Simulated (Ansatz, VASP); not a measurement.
Hf: VASP beside Ansatz

The input INCAR:

```
SYSTEM = Hf
ALGO = Fast
EDIFF = 1E-6
EDIFFG = -0.01
ENCUT = 600
GGA = PE
IBRION = 2
ISIF = 3
ISMEAR = 0
LASPH = .TRUE.
LCHARG = .FALSE.
LREAL = .FALSE.
LWAVE = .FALSE.
NELM = 80
NSW = 80
PREC = Accurate
SIGMA = 0.1
```

The input KPOINTS:

```
k-points
0
G
  16 16 16
  0 0 0
```

POSCAR

```
Hf
1.0
    0.0000000000      2.2464239819      2.2464239819
    2.2464239819      0.0000000000      2.2464239819
    2.2464239819      2.2464239819      0.0000000000
Hf
1
Direct
    0.0000000000      0.0000000000      0.0000000000
```

Input for Ansatz:

```yaml
crystal:
  lattice:
    - [0.0, 2.2464239818, 2.2464239818]
    - [2.2464239818, 0.0, 2.2464239818]
    - [2.2464239818, 2.2464239818, 0.0]
  atoms:
    - { symbol: Hf, position: [0.0, 0.0, 0.0] }
basis:
  ecutwfc: 420
kpoints:
  mp_grid: { grid: [16, 16, 16] }
hamiltonian:
  xc: pbe
scf:
  occupations: { method: gaussian, width: 0.1 }
output:
  forces: true
  stress: true
  eigenvalues: true
relax:
  adjacent_minimum: "off"
  f_tol: 0.01
  max_steps: 60
  cell: { stress_tol: 0.1 }
```

Alike in both runs: task relaxation of cell and atoms; functional PBE; k mesh 16 × 16 × 16; occupations gaussian, width 0.1 eV; no spin polarisation.

```csv
,VASP,Ansatz
version,VASP 6.6.1,Ansatz 0.2.0
potentials or method,"VASP PAW PBE potentials, release 64 (Hf_pv), cutoff 600 eV","scalar-relativistic, plane waves, PAW"
valence electrons in the cell,10,26
```

Ansatz gave:

```
gap on the k mesh at the Fermi level, each at its own relaxed structure (eV) : none
relaxed volume (Å³/atom)                                                     : 22.56
relaxed cell length with the largest relative difference (Å)                 : 3.172
```

Task: What did VASP give for the same quantities?

Result: gap on the k mesh at the Fermi level, each at its own relaxed structure (eV): none; relaxed volume (Å³/atom): 22.45; relaxed cell length with the largest relative difference (Å): 3.166.

A gap of «none» marks a metal or a gap that the smearing closes. VASP's potentials hold 10 valence electrons a cell and Ansatz's 26, so a difference there can come from the potentials and not from the codes.

Neither program's run includes spin-orbit coupling.
